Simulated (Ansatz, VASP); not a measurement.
## ZnHg in VASP and in Ansatz

INCAR

```
PREC     = Accurate       # precision mode
ENCUT    = 500            # plane-wave cutoff, eV
EDIFF    = 1E-7           # SCF threshold, eV
ISMEAR   = 0              # smearing method
SIGMA    = 0.1            # smearing width, eV
LREAL    = False          # projectors in reciprocal space
LASPH    = True           # aspherical terms in the spheres
NELM     = 120            # most SCF steps
ALGO     = Normal         # electronic algorithm
ISIF     = 3              # what is computed and relaxed
LWAVE    = False          # write WAVECAR
LCHARG   = False          # write CHGCAR
GGA      = PE             # functional
IBRION   = 2              # ionic algorithm
NSW      = 100            # ionic steps
EDIFFG   = -0.005         # ionic threshold
GGA_COMPAT= False        
NELMIN   = 4
```

Contents of KPOINTS:

```
Automatic mesh
0
Gamma
  15 15 10
```

Contents of POSCAR:

```
ZnHg
1.0
    3.3773880558      0.0000000000      0.0000000000
   -1.6886940279      2.9249038547      0.0000000000
    0.0000000000      0.0000000000      4.2400316214
Zn Hg
1 1
Direct
    0.6666666667      0.3333333333      0.5000000000
    0.3333333333      0.6666666667      0.0000000000
```

Input for Ansatz:

```yaml
crystal:
  lattice:
    - [3.3773880558, 0.0, 0.0]
    - [-1.6886940279, 2.9249038547, 0.0]
    - [0.0, 0.0, 4.2400316214]
  atoms:
    - { symbol: Zn, position: [0.6666666667, 0.3333333333, 0.5] }
    - { symbol: Hg, position: [0.3333333333, 0.6666666667, 0.0] }
basis:
  ecutwfc: 420
kpoints:
  mp_grid: { grid: [15, 15, 10] }
hamiltonian:
  xc: pbe
scf:
  occupations: { method: gaussian, width: 0.1 }
output:
  forces: true
  stress: true
  eigenvalues: true
relax:
  adjacent_minimum: "off"
  f_tol: 0.005
  max_steps: 80
  cell: { stress_tol: 0.05 }
```

Alike in both runs: task relaxation of cell and atoms; functional PBE; k mesh 15 × 15 × 10; occupations gaussian, width 0.1 eV; no spin polarisation.

```csv
,VASP,Ansatz
version,VASP 6.6.1,Ansatz 0.2.0
potentials or method,"VASP PAW PBE potentials, release 64 (Zn, Hg), cutoff 500 eV","scalar-relativistic, plane waves, PAW"
valence electrons in the cell,24,32
```

|  | VASP | Ansatz | Ansatz less VASP |
| --- | --- | --- | --- |
| gap on the k mesh at the Fermi level, each at its own relaxed structure (eV) | none | none | - |
| relaxed volume (Å³/atom) | 21.17 | 21.05 | -0.120 |
| relaxed cell length with the largest relative difference (Å) | 4.212 | 4.202 | -0.0098 |

A gap of «none» marks a metal or a gap that the smearing closes. VASP's potentials hold 24 valence electrons a cell and Ansatz's 32, so a difference there can come from the potentials and not from the codes.

Neither program's run includes spin-orbit coupling.
